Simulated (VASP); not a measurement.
# As (P6_3/mmc) in VASP: notebook

Runs on As. Level: PBEsol. Tasks: single point, relaxation of cell and atoms.

Program: VASP 6.6.1. These are calculated values, not measurements. Logs are shortened: lines on timing, memory, paths and dates and some standing lists are left out, and cuts for length are marked.

### 1 The cell of the first run

It takes space group P6_3/mmc (No. 194, hexagonal). The conventional cell has a = 2.922 Å, b = 2.922 Å, c = 4.948 Å, α = 90.00°, β = 90.00°, γ = 120.00°. Within 3.8 Å of As (site symmetry -6m2) lie 12 As at 2.92 to 2.99 Å.

### 2 Single point, PBEsol

INCAR

```
ALGO = Normal
EDIFF = 1E-6
ENCUT = 520
GGA = PS
ISIF = 2
ISMEAR = 0
LASPH = T
LCHARG = F
LREAL = F
LWAVE = F
NBANDS = 12
NELM = 60
PREC = Accurate
SIGMA = 0.1
```

KPOINTS

```
k-points
0
Gamma
  6 6 4
```

POSCAR

```
As
1.0
    2.9223230489      0.0000000000      0.0000000000
   -1.4611615244      2.5308059984      0.0000000000
    0.0000000000      0.0000000000      4.9484347426
As
2
Direct
    0.3333333333      0.6666666667      0.2500000000
    0.6666666667      0.3333333333      0.7500000000
```

Potentials or basis: VASP PAW PBE potentials, release 64 (As).

On the command line:

```bash
> cat potpaw_PBE.64/As/POTCAR > POTCAR
> mpirun -np 1 vasp_std > vasp.out
```

OUTCAR:

```text
EDIFF = 1E-6
   ENCUT = 520
   GGA = PS
   ISIF = 2
   ISMEAR = 0
   LASPH = T
   LREAL = F
   NELM = 60
   PREC = Accurate

 ion  position               nearest neighbor table
   1  0.333  0.667  0.250-
   2  0.667  0.333  0.750-

  LATTYP: Found a hexagonal cell.
 ALAT       =     2.9223230489
 C/A-ratio  =     1.6933222850

  Lattice vectors:

 A1 = (   2.9223230489,   0.0000000000,   0.0000000000)
 A2 = (  -1.4611615244,   2.5308059984,   0.0000000000)
 A3 = (   0.0000000000,   0.0000000000,   4.9484347426)

Analysis of symmetry for initial positions (statically):
=====================================================================
 Subroutine PRICEL returns:
 Original cell was already a primitive cell.

 Routine SETGRP: Setting up the symmetry group for a
 hexagonal supercell.

 Subroutine GETGRP returns: Found 24 space group operations
 (whereof 12 operations were pure point group operations)
 out of a pool of 24 trial point group operations.

The static configuration has the point symmetry D_3d.
 The point group associated with its full space group is D_6h.

Analysis of symmetry for dynamics (positions and initial velocities):
=====================================================================
 Subroutine PRICEL returns:
 Original cell was already a primitive cell.

 Routine SETGRP: Setting up the symmetry group for a
 hexagonal supercell.

 Subroutine GETGRP returns: Found 24 space group operations
 (whereof 12 operations were pure point group operations)
 out of a pool of 24 trial point group operations.

The dynamic configuration has the point symmetry D_3d.
 The point group associated with its full space group is D_6h.

 Subroutine INISYM returns: Found 24 space group operations
 (whereof 12 operations are pure point group operations),
 and found     1 'primitive' translations

----------------------------------------------------------------------------------------

                                     Primitive cell

  volume of cell :      36.5978

  direct lattice vectors                    reciprocal lattice vectors
     2.922323049  0.000000000  0.000000000     0.342193516  0.197565519  0.000000000
    -1.461161524  2.530805998  0.000000000     0.000000000  0.395131038  0.000000000
     0.000000000  0.000000000  4.948434743     0.000000000  0.000000000  0.202084104

  length of vectors
     2.922323049  2.922323049  4.948434743     0.395131038  0.395131038  0.202084104

  position of ions in fractional coordinates (direct lattice)
[... 85 lines left out ...]
   PSTRESS=    0.0 pullay stress
   NELECT =      10.0000    total number of electrons
   NUPDOWN=      -1.0000    fix difference up-down
   EMIN   =  10.00;   EMAX   =-10.00  energy-range for DOS
   EFERMI =   0.00;   METHOD = LEGACY
   ISMEAR =     0;   SIGMA  =   0.10  broadening in eV -4-tet -1-fermi 0-gaus
   EFERMI_NEDOS =   21; number of points for ismear=-14 and -15
   IALGO  =     38    algorithm
   IMIX   =      4    mixing-type and parameters
     AMIX     =   0.40;   BMIX     =  1.00
     AMIX_MAG =   1.60;   BMIX_MAG =  1.00
  volume/ion in A,a.u.               =      18.30       123.49
  Fermi-wavevector in a.u.,A,eV,Ry     =   1.062323  2.007499 15.354581  1.128530
  Thomas-Fermi vector in A             =   2.197770
   LORBIT       =      0    0 simple, 1 ext, 2 COOP (PROOUT), +10 PAW based schemes
   GGA     = PS    functional components
   LHFCALC =     F    Hartree Fock is set to
   AEXX    =    0.0000 exact exchange contribution
   IVDW    =     0    specifies the selected vdW correction
   LEPSILON=     F    determine dielectric tensor
   LRPA    =     F    only Hartree local field effects (RPA)
 non-spin polarized calculation
 Gauss-broadening in eV      SIGMA  =   0.10
  energy-cutoff  :      520.00
  volume of cell :       36.60
 maximum number of plane-waves:      1003
 NGX is ok and might be reduce to    24
   NGX = 11   NGY = 11   NGZ = 19

 number of electron      10.0000000 magnetization

 number of electron       9.9999998 magnetization

 Free energy of the ion-electron system (eV)
  ---------------------------------------------------
  ext. energy  EPLUGINS =         0.00000000
  ---------------------------------------------------
  free energy    TOTEN  =        -9.50229344 eV

  energy without entropy =       -9.50048662  energy(sigma->0) =       -9.50139003

 E-fermi :   7.0120     XC(G=0): -11.0429

 val. band max:        6.6413640652   @ k =   0.5000   0.0000   0.0000
 cond. band min:       7.1098047887   @ k =   0.1667   0.1667   0.5000
 fundamental gap:      0.4684407236
 Fermi energy:         7.0120122325

 k-point     1 :       0.0000    0.0000    0.0000
  band No.  band energies     occupation
      1      -8.6495      2.00000
      2      -4.3753      2.00000
      3      -0.2603      2.00000
      4      11.5274      0.00000
      5      11.5274      0.00000
      6      12.4447      0.00000
      7      13.1087      0.00000
      8      13.1087      0.00000
      9      17.1220      0.00000
     10      18.3172      0.00000
     11      19.4986      0.00000
     12      19.4986      0.00000
[... 286 lines left out ...]
 k-point    21 :       0.3333    0.3333    0.5000
  band No.  band energies     occupation
      1      -2.1589      2.00000
      2      -2.1589      2.00000
      3       1.8202      2.00000
      4       1.8202      2.00000
      5       2.8720      2.00000
      6       2.8720      2.00000
      7      10.0797      0.00000
      8      10.0797      0.00000
      9      15.8028      0.00000
     10      15.8028      0.00000
     11      16.5718      0.00000
     12      16.5718      0.00000

------------------------ aborting loop because EDIFF is reached ----------------------------------------

  FORCE on cell =-STRESS in cart. coord.  units (eV):
  Direction    XX          YY          ZZ          XY          YZ          ZX
  --------------------------------------------------------------------------------------
  -------------------------------------------------------------------------------------
  Total        0.0507496      0.0507496      0.0397566      0.0000000      0.0000000     -0.0000000
  in kB        2.2217137      2.2217137      1.7404632      0.0000000      0.0000000     -0.0000000
  external PRESSURE =       2.0612968 kB  Pullay stress =       0.0000000 kB

 VOLUME and BASIS-vectors are now :
 -----------------------------------------------------------------------------
  energy-cutoff  :      520.00
  volume of cell :       36.60
      direct lattice vectors                 reciprocal lattice vectors
     2.922323049  0.000000000  0.000000000     0.342193516  0.197565519  0.000000000
    -1.461161524  2.530805998  0.000000000     0.000000000  0.395131038  0.000000000
     0.000000000  0.000000000  4.948434743     0.000000000  0.000000000  0.202084104

 POSITION                                       TOTAL-FORCE (eV/Angst)
 -----------------------------------------------------------------------------------
     -0.00000      1.68720      1.23711        -0.000000      0.000000      0.000000
      1.46116      0.84360      3.71133         0.000000     -0.000000      0.000000
 -----------------------------------------------------------------------------------
    total drift:                               -0.000000      0.000000      0.000000

  FREE ENERGIE OF THE ION-ELECTRON SYSTEM (eV)
  ---------------------------------------------------
  free  energy   TOTEN  =        -9.5022934386 eV

  energy  without entropy=       -9.5004866168  energy(sigma->0) =       -9.50139003
```

OSZICAR:

```text
N       E                     dE             d eps       ncg     rms          rms(c)
DAV:   1     0.273108292526E+02    0.27311E+02   -0.43664E+03   504   0.713E+02
DAV:   2    -0.800722153847E+01   -0.35318E+02   -0.33495E+02   680   0.110E+02
DAV:   3    -0.951144812966E+01   -0.15042E+01   -0.14998E+01   608   0.231E+01
DAV:   4    -0.951670817869E+01   -0.52600E-02   -0.52598E-02   576   0.156E+00
DAV:   5    -0.951671365905E+01   -0.54804E-05   -0.54793E-05   588   0.588E-02    0.300E+00
DAV:   6    -0.950696990039E+01    0.97438E-02   -0.43211E-03   580   0.325E-01    0.175E+00
DAV:   7    -0.950229545556E+01    0.46744E-02   -0.81189E-03   548   0.443E-01    0.611E-02
DAV:   8    -0.950229348507E+01    0.19705E-05   -0.10421E-04   584   0.706E-02    0.105E-02
DAV:   9    -0.950229343865E+01    0.46424E-07   -0.93965E-07   448   0.580E-03
   1 F= -.95022934E+01 E0= -.95013900E+01  d E =-.180682E-02
```

Wall time 3 s (1 thread of Intel Xeon 6975P-C (Granite Rapids), shared host); peak memory 0.15 GiB.

Results:

```yaml
Free_energy: -9.5023 eV
Pressure: 0.2 GPa
Band_gap_on_the_k_mesh: zero (band 5 reaches 12.32 eV, above the bottom of band 6 at 2.87 eV)
```

Levels at points of the mesh, in eV from the Fermi level:
| k point | band 1 | band 2 | band 3 | band 4 | band 5 | band 6 | band 7 | band 8 | band 9 | band 10 |
| --- | --- | --- | --- | --- | --- | --- | --- | --- | --- | --- |
| (0.00, 0.00, 0.00) | -15.66 | -11.39 | -7.27 | 4.52 | 4.52 | 5.43 | 6.10 | 6.10 | 10.11 | 11.31 |
| (0.50, 0.00, 0.00) | -11.06 | -9.60 | -5.54 | -4.12 | -2.76 | -0.37 | 0.76 | 4.11 | 5.54 | 9.08 |
| (0.00, 0.00, 0.50) | -14.25 | -14.25 | -1.60 | -1.60 | 5.31 | 5.31 | 5.31 | 5.31 | 11.26 | 11.26 |
| (0.50, 0.00, 0.50) | -10.06 | -10.06 | -6.60 | -6.60 | 1.76 | 1.76 | 2.05 | 2.05 | 7.18 | 7.18 |

Caveat: the k points lie up to 0.41 Å⁻¹ apart; the PAW data sets were made with another functional, which shifts forces and pressure a little.

### 3 Relaxation of cell and atoms, PBEsol

This run uses another cell than the first one, of 21.56 Å³/atom, 1.178 times its volume.

INCAR

```
PREC = Accurate
ENCUT = 600
EDIFF = 1E-6
ISMEAR = 0
SIGMA = 0.1
LREAL = False
LASPH = True
NELM = 100
ALGO = Normal
ISIF = 3
LWAVE = False
LCHARG = False
GGA = PS
IBRION = 2
NSW = 90
EDIFFG = -0.04
```

KPOINTS

```
Automatic mesh
0
Gamma
  6 6 4
```

POSCAR

```
As
1.0
    3.1304444090      0.0000000000      0.0000000000
   -1.5652222045      2.7110443833      0.0000000000
    0.0000000000      0.0000000000      5.0808770626
As
2
Direct
    0.3333333333      0.6666666667      0.2500000000
    0.6666666667      0.3333333333      0.7500000000
```

Potentials or basis: VASP PAW PBE potentials, release 64 (As).

On the command line:

```bash
> cat potpaw_PBE.64/As/POTCAR > POTCAR
> mpirun -np 1 vasp_std > vasp.out
```

OUTCAR:

```text
PREC = Accurate
   ENCUT = 600
   EDIFF = 1E-6
   ISMEAR = 0
   LREAL = False
   LASPH = True
   NELM = 100
   ISIF = 3
   GGA = PS
   IBRION = 2
   NSW = 90
   EDIFFG = -0.04

 ion  position               nearest neighbor table
   1  0.333  0.667  0.250-
   2  0.667  0.333  0.750-

  LATTYP: Found a hexagonal cell.
 ALAT       =     3.1304444090
 C/A-ratio  =     1.6230529595

  Lattice vectors:

 A1 = (   3.1304444090,   0.0000000000,   0.0000000000)
 A2 = (  -1.5652222045,   2.7110443833,   0.0000000000)
 A3 = (   0.0000000000,   0.0000000000,   5.0808770626)

Analysis of symmetry for initial positions (statically):
=====================================================================
[... 179 lines left out ...]
  -------------------------------------------------------------------------------------
  Total       -3.4204640     -3.4204640     -1.8559915      0.0000000      0.0000000      0.0000000
  in kB     -127.0908519   -127.0908519    -68.9612717      0.0000000      0.0000000      0.0000000
  external PRESSURE =    -107.7143252 kB  Pullay stress =       0.0000000 kB
[... 131 lines left out ...]
--------------------------------------- Ionic step        5  -------------------------------------------

 number of electron      10.0000000 magnetization

 Free energy of the ion-electron system (eV)
  ---------------------------------------------------
  ext. energy  EPLUGINS =         0.00000000
  ---------------------------------------------------
  free energy    TOTEN  =        -9.50257682 eV

  energy without entropy =       -9.50077000  energy(sigma->0) =       -9.50167341

 E-fermi :   7.0111     XC(G=0): -11.0428

 val. band max:        6.6409110017   @ k =   0.5000  -0.0000   0.0000
 cond. band min:       7.1088981609   @ k =   0.1667   0.1667   0.5000
 fundamental gap:      0.4679871593
 Fermi energy:         7.0111056057

 k-point     1 :       0.0000    0.0000    0.0000
  band No.  band energies     occupation
      1      -8.6499      2.00000
      2      -4.3766      2.00000
      3      -0.2606      2.00000
      4      11.5268      0.00000
      5      11.5268      0.00000
      6      12.4428      0.00000
      7      13.1078      0.00000
      8      13.1078      0.00000
      9      17.1216      0.00000
[... 267 lines left out ...]
  FREE ENERGIE OF THE ION-ELECTRON SYSTEM (eV)
  ---------------------------------------------------
  free  energy   TOTEN  =        -9.5025768242 eV

  energy  without entropy=       -9.5007700023  energy(sigma->0) =       -9.50167341

 reached required accuracy - stopping structural energy minimisation
```

OSZICAR:

```text
N       E                     dE             d eps       ncg     rms          rms(c)
DAV:   1     0.341371934062E+02    0.34137E+02   -0.46460E+03   378   0.105E+03
DAV:   2    -0.761320911201E+01   -0.41750E+02   -0.40428E+02   616   0.121E+02
DAV:   3    -0.923007662110E+01   -0.16169E+01   -0.16107E+01   439   0.301E+01
[... 33 lines left out ...]
DAV:   1    -0.950299347482E+01   -0.10838E-02   -0.31025E-02   388   0.110E+00    0.953E-02
DAV:   2    -0.950273342273E+01    0.26005E-03   -0.83753E-04   385   0.210E-01    0.548E-02
DAV:   3    -0.950257622297E+01    0.15720E-03   -0.38283E-04   393   0.114E-01    0.491E-03
DAV:   4    -0.950257691902E+01   -0.69605E-06   -0.11118E-05   375   0.242E-02    0.413E-03
DAV:   5    -0.950257682421E+01    0.94814E-07   -0.52424E-08   189   0.178E-03
   5 F= -.95025768E+01 E0= -.95016734E+01  d E =-.303289E-02
```

It took 16 s on 1 thread of Intel Xeon 6975P-C (Granite Rapids), shared host; peak memory 0.18 GiB.

What came out:

| Item | Value |
| --- | --- |
| Free energy | -9.5026 eV |
| Relaxed volume | 18.30 Å³/atom |
| Relaxed cell | a = 2.922 Å, b = 2.922 Å, c = 4.949 Å, α = 90.00°, β = 90.00°, γ = 120.00° |
| Space group after relaxing (to 0.05 Å) | P6_3/mmc (No. 194) |
| Energy gained by relaxing | 140.4 meV/atom |
| Ionic steps | 5 |
| Pressure after relaxing | 0.2 GPa |
| Band gap on the k mesh | zero (band 5 reaches 12.32 eV, above the bottom of band 6 at 2.87 eV) |

Step by step:
| step | energy change (eV) | largest force (eV/Å) | pressure (GPa) | volume (Å³) |
| --- | --- | --- | --- | --- |
| 1 | 0.0000 | 0.0000 | -10.77 | 43.12 |
| 2 | -0.2445 | 0.0000 | 6.11 | 34.67 |
| 3 | -0.2778 | 0.0000 | 0.41 | 36.52 |
| 4 | -0.2802 | 0.0000 | 0.15 | 36.64 |
| 5 | -0.2808 | 0.0000 | 0.21 | 36.60 |

Final structure:
```
As
1.0
     2.92232    0.00000    0.00000
    -1.46116    2.53080    0.00000
     0.00000    0.00000    4.94864
As
2
Direct
  0.33333 0.66667 0.25000
  0.66667 0.33333 0.75000
```

Levels at points of the mesh, in eV from the Fermi level:
| k point | band 3 | band 4 | band 5 | band 6 | band 7 | band 8 |
| --- | --- | --- | --- | --- | --- | --- |
| (0.00, 0.00, 0.00) | -7.27 | 4.52 | 4.52 | 5.43 | 6.10 | 6.10 |
| (0.50, 0.00, 0.00) | -5.54 | -4.12 | -2.76 | -0.37 | 0.76 | 4.11 |
| (0.00, 0.00, 0.50) | -1.60 | -1.60 | 5.31 | 5.31 | 5.31 | 5.31 |
| (0.50, 0.00, 0.50) | -6.60 | -6.60 | 1.76 | 1.76 | 2.05 | 2.05 |

Caveat: the k points lie up to 0.41 Å⁻¹ apart in the final cell; the volume moved by over 15 % at a fixed basis, so the end points are rough; the PAW data sets were made with another functional, which shifts forces and pressure a little.

### 4 Single point, PBEsol

This run uses another cell than the first one, of 18.38 Å³/atom, 1.004 times its volume.

INCAR

```
  PREC = Accurate
  ENCUT = 520
  EDIFF = 1E-6
  ISMEAR = 0
  SIGMA = 0.1
  LREAL = F
  LASPH = T
  NELM = 80
  ALGO = Normal
  ISIF = 2
  LWAVE = F
  LCHARG = F
  GGA = PS
  NBANDS = 12
```

KPOINTS

```
regular mesh
0
Gamma
  21 21 12
```

POSCAR

```
As
1.0
    2.9560643039      0.0000000000      0.0000000000
   -1.4780321519      2.5600267825      0.0000000000
    0.0000000000      0.0000000000      4.8574664687
As
2
Direct
    0.3333333333      0.6666666667      0.2500000000
    0.6666666667      0.3333333333      0.7500000000
```

On the command line:

```bash
> cat potpaw_PBE.64/As/POTCAR > POTCAR
> mpirun -np 1 vasp_std > vasp.out
```

Run time: 25 s. Hardware: 1 thread of Intel Xeon 6975P-C (Granite Rapids), shared host; peak memory 0.25 GiB.

The run converged. Its results:

- Free energy: -9.3463 eV
- Pressure: 0.2 GPa
- Band gap on the k mesh: zero (band 5 reaches 11.93 eV, above the bottom of band 6 at 2.88 eV)

Levels at points of the mesh, in eV from the Fermi level:
```tsv
k point	band 3	band 4	band 5	band 6	band 7	band 8
(0.00, 0.00, 0.00)	-7.08	4.22	4.22	5.93	5.93	6.00
(0.00, 0.00, 0.50)	-1.09	-1.09	5.09	5.09	5.09	5.09
```

Caveat: the PAW data sets were made with another functional, which shifts forces and pressure a little.

(Continued in part 2 of 2.)
